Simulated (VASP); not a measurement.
# W (R-3m) in VASP: notebook, part 2 of 2

VASP 6.6.1. Earlier steps stand in the parts before.

## Step 6: Single point, LDA

This run uses another cell than the first one, of 14.49 Å³/atom.

INCAR

```
SYSTEM = W
PREC     = Accurate       ! precision mode
ENCUT    = 520            ! plane-wave cutoff, eV
EDIFF    = 1E-6           ! SCF threshold, eV
ISMEAR   = 0              ! smearing method
SIGMA    = 0.15           ! smearing width, eV
LREAL    = .FALSE.        ! projectors in reciprocal space
LASPH    = .TRUE.         ! aspherical terms in the spheres
NELM     = 60             ! most SCF steps
ALGO     = Fast           ! electronic algorithm
ISIF     = 2              ! what is computed and relaxed
LWAVE    = .FALSE.        ! write WAVECAR
LCHARG   = .FALSE.        ! write CHGCAR
NBANDS   = 13             ! bands
```

KPOINTS

```
Automatic mesh
0
G
  20 20 20
  0 0 0
```

POSCAR

```
W
1.0
   -1.6099457158      1.5367164717      1.5367164717
    1.5367164717     -1.6099457158      1.5367164717
    1.5367164717      1.5367164717     -1.6099457158
W
1
Direct
    0.0000000000      0.0000000000      0.0000000000
```

Potentials or basis: VASP PAW LDA potentials, release 64 (W_sv).

The run is started by

```console
$ cat potpaw_LDA.64/W_sv/POTCAR > POTCAR
$ mpirun -np 1 vasp_std > vasp.out
```

OUTCAR:

```text
SYSTEM = W
   PREC = Accurate
   ENCUT = 520
   EDIFF = 1E-6
   ISMEAR = 0
   LREAL = .FALSE.
   LASPH = .TRUE.
   NELM = 60
   ISIF = 2

 ion  position               nearest neighbor table
   1  0.000  0.000  0.000-

  LATTYP: Found a trigonal (rhomboedric) cell.
 ALAT       =     2.7046109215
 COS(alpha) =    -0.3536009419

  Lattice vectors:

 A1 = (  -1.6099457158,   1.5367164717,   1.5367164717)
 A2 = (   1.5367164717,  -1.6099457158,   1.5367164717)
 A3 = (   1.5367164717,   1.5367164717,  -1.6099457158)

Analysis of symmetry for initial positions (statically):
=====================================================================
 Subroutine PRICEL returns:
 Original cell was already a primitive cell.

 Routine SETGRP: Setting up the symmetry group for a
 trigonal (rhombohedral) supercell.

 Subroutine GETGRP returns: Found 12 space group operations
 (whereof 12 operations were pure point group operations)
 out of a pool of 12 trial point group operations.

The static configuration has the point symmetry D_3d.

Analysis of symmetry for dynamics (positions and initial velocities):
=====================================================================
 Subroutine PRICEL returns:
 Original cell was already a primitive cell.

 Routine SETGRP: Setting up the symmetry group for a
 trigonal (rhombohedral) supercell.

 Subroutine GETGRP returns: Found 12 space group operations
 (whereof 12 operations were pure point group operations)
 out of a pool of 12 trial point group operations.

The dynamic configuration has the point symmetry D_3d.

 Subroutine INISYM returns: Found 12 space group operations
 (whereof 12 operations are pure point group operations),
 and found     1 'primitive' translations
[... 115 lines left out ...]
  Fermi-wavevector in a.u.,A,eV,Ry     =   1.618407  3.058346 35.636946  2.619242
  Thomas-Fermi vector in A             =   2.712675
   LORBIT       =      0    0 simple, 1 ext, 2 COOP (PROOUT), +10 PAW based schemes
   GGA     = CA    functional components
   LHFCALC =     F    Hartree Fock is set to
   AEXX    =    0.0000 exact exchange contribution
   IVDW    =     0    specifies the selected vdW correction
   LEPSILON=     F    determine dielectric tensor
   LRPA    =     F    only Hartree local field effects (RPA)
 non-spin polarized calculation
 RMM-DIIS sequential band-by-band and
 Gauss-broadening in eV      SIGMA  =   0.15
  energy-cutoff  :      520.00
  volume of cell :       14.49
 maximum number of plane-waves:       406
   NGX = 11   NGY = 11   NGZ = 11

 number of electron      14.0000004 magnetization

 Free energy of the ion-electron system (eV)
  ---------------------------------------------------
  ext. energy  EPLUGINS =         0.00000000
  ---------------------------------------------------
  free energy    TOTEN  =       -13.96496899 eV

  energy without entropy =      -13.96071970  energy(sigma->0) =      -13.96284435

 E-fermi :  12.7646     XC(G=0): -14.3349

 val. band max:       12.7616042865   @ k =  -0.1500  -0.2500   0.1000
 cond. band min:      12.7923952002   @ k =  -0.1500  -0.1500   0.0500
 fundamental gap:      0.0307909138
 Fermi energy:        12.7645760396

 k-point     1 :       0.0000    0.0000    0.0000
  band No.  band energies     occupation
      1     -60.9864      2.00000
      2     -24.7212      2.00000
      3     -24.7212      2.00000
      4     -24.4032      2.00000
      5       2.6678      2.00000
      6      10.3115      2.00000
      7      11.5679      2.00000
      8      11.5679      2.00000
      9      15.2909      0.00000
     10      15.2909      0.00000
     11      26.5353      0.00000
     12      27.9546      0.00000
     13      27.9546      0.00000
[... 354 lines left out ...]
  band No.  band energies     occupation
      1     -60.8056      2.00000
      2     -25.9467      2.00000
      3     -25.1282      2.00000
      4     -24.7207      2.00000
      5       6.0522      2.00000
      6       9.4083      2.00000
      7      11.3349      2.00000
      8      14.3776      0.00000
      9      15.3452      0.00000
     10      16.2992      0.00000
     11      26.5139      0.00000
     12      28.8902      0.00000
     13      35.0317      0.00000

 [... further k-points ...]

------------------------ aborting loop because EDIFF is reached ----------------------------------------

  FORCE on cell =-STRESS in cart. coord.  units (eV):
  Direction    XX          YY          ZZ          XY          YZ          ZX
  --------------------------------------------------------------------------------------
  -------------------------------------------------------------------------------------
  Total        2.5130692      2.5130692      2.5130692      1.0049999      1.0049999      1.0049999
  in kB      277.8598839    277.8598839    277.8598839    111.1187652    111.1187652    111.1187652
  external PRESSURE =     277.8598839 kB  Pullay stress =       0.0000000 kB

 VOLUME and BASIS-vectors are now :
 -----------------------------------------------------------------------------
  energy-cutoff  :      520.00
  volume of cell :       14.49
      direct lattice vectors                 reciprocal lattice vectors
    -1.609945716  1.536716472  1.536716472     0.015901771  0.333698833  0.333698833
     1.536716472 -1.609945716  1.536716472     0.333698833  0.015901771  0.333698833
     1.536716472  1.536716472 -1.609945716     0.333698833  0.333698833  0.015901771

 POSITION                                       TOTAL-FORCE (eV/Angst)
 -----------------------------------------------------------------------------------
      0.00000      0.00000      0.00000         0.000000      0.000000      0.000000
 -----------------------------------------------------------------------------------
    total drift:                                0.000000     -0.000000      0.000000

  FREE ENERGIE OF THE ION-ELECTRON SYSTEM (eV)
  ---------------------------------------------------
  free  energy   TOTEN  =       -13.9649689883 eV

  energy  without entropy=      -13.9607197027  energy(sigma->0) =      -13.96284435
```

OSZICAR:

```text
N       E                     dE             d eps       ncg     rms          rms(c)
DAV:   1     0.833690136924E+02    0.83369E+02   -0.74653E+03 20463   0.124E+03
DAV:   2    -0.129567052841E+02   -0.96326E+02   -0.92433E+02 22696   0.319E+02
DAV:   3    -0.145610697859E+02   -0.16044E+01   -0.15997E+01 22211   0.397E+01
DAV:   4    -0.145666662205E+02   -0.55964E-02   -0.55963E-02 22741   0.260E+00
DAV:   5    -0.145667062227E+02   -0.40002E-04   -0.40002E-04 22706   0.207E-01    0.250E+01
RMM:   6    -0.141026509856E+02    0.46406E+00   -0.31022E-01 21952   0.511E+00    0.111E+01
RMM:   7    -0.139691228440E+02    0.13353E+00   -0.23180E-01 22190   0.441E+00    0.521E-01
RMM:   8    -0.139649500686E+02    0.41728E-02   -0.93283E-03 25438   0.111E+00    0.149E-01
RMM:   9    -0.139649553526E+02   -0.52840E-05   -0.14192E-03 24658   0.463E-01    0.623E-02
RMM:  10    -0.139649708889E+02   -0.15536E-04   -0.16870E-04 27050   0.168E-01    0.274E-02
RMM:  11    -0.139649677769E+02    0.31120E-05   -0.48103E-05 25481   0.857E-02    0.446E-03
RMM:  12    -0.139649688669E+02   -0.10900E-05   -0.11948E-05 23217   0.408E-02    0.313E-03
RMM:  13    -0.139649689883E+02   -0.12140E-06   -0.13753E-06 17147   0.138E-02
   1 F= -.13964969E+02 E0= -.13962844E+02  d E =-.424929E-02
```

stdout:

```text
POSCAR found type information on POSCAR W
 POSCAR found :  1 types and       1 ions
 scaLAPACK will be used
 LDA part: xc-table for (Slater(with rela. corr.)+CA(PZ))
 , standard interpolation
 POSCAR, INCAR and KPOINTS ok, starting setup
 FFT: planning ... GRIDC
 FFT: planning ... GRID_SOFT
 FFT: planning ... GRID
 WAVECAR not read
 entering main loop
WARNING in EDDRMM: call to ZHEGV failed, returncode =   8  4     13
WARNING in EDDRMM: call to ZHEGV failed, returncode =   8  4     11
```

It took 1.7 min on 1 thread of Intel Xeon Platinum 8559C (Emerald Rapids), shared host; peak memory 0.23 GiB.

Results:

```
Free energy            : -13.9650 eV
Pressure               : 27.8 GPa
Band gap on the k mesh : zero (bands 7 and 8 overlap by 6.39 eV)
```

Caveat: the cell stands under pressure; spin-orbit coupling is left out, which moves the levels of the heavy elements.

## Step 7: Summary

```tsv
cell	further INCAR settings	gap on the mesh (eV)	pressure (GPa)
a = 2.656 Å, angles 110.1°, 1 atom	ALGO = Fast; EDIFF = 1e-06; NBANDS = 13	none	40.2
a = 2.641 Å, angles 108.8°, 1 atom	ALGO = Fast; EDIFF = 1e-07; NBANDS = 13	none	25.8
a = 2.683 Å, angles 110.1°, 1 atom	ALGO = Fast; EDIFF = 1e-06; NBANDS = 13	none	25.9
a = 2.620 Å, angles 108.1°, 1 atom	ALGO = Fast; EDIFF = 1e-06; NBANDS = 13	none	27.4
a = 2.705 Å, angles 110.7°, 1 atom	ALGO = Fast; EDIFF = 1e-06; NBANDS = 13	none	27.8
```

Alike in all rows: task single point; level LDA; potentials or basis VASP PAW LDA potentials, release 64 (W_sv); no spin polarisation; k mesh 20 × 20 × 20; cutoff (eV) 520; smearing gaussian 0.15 eV.

Caveats: the cell stands under pressure; spin-orbit coupling is left out, which moves the levels of the heavy elements.

Total energies depend on the potentials used, so only differences within one code and one set of settings carry meaning.

The gap in the log of VASP goes by the Fermi energy; the results here count the filled bands.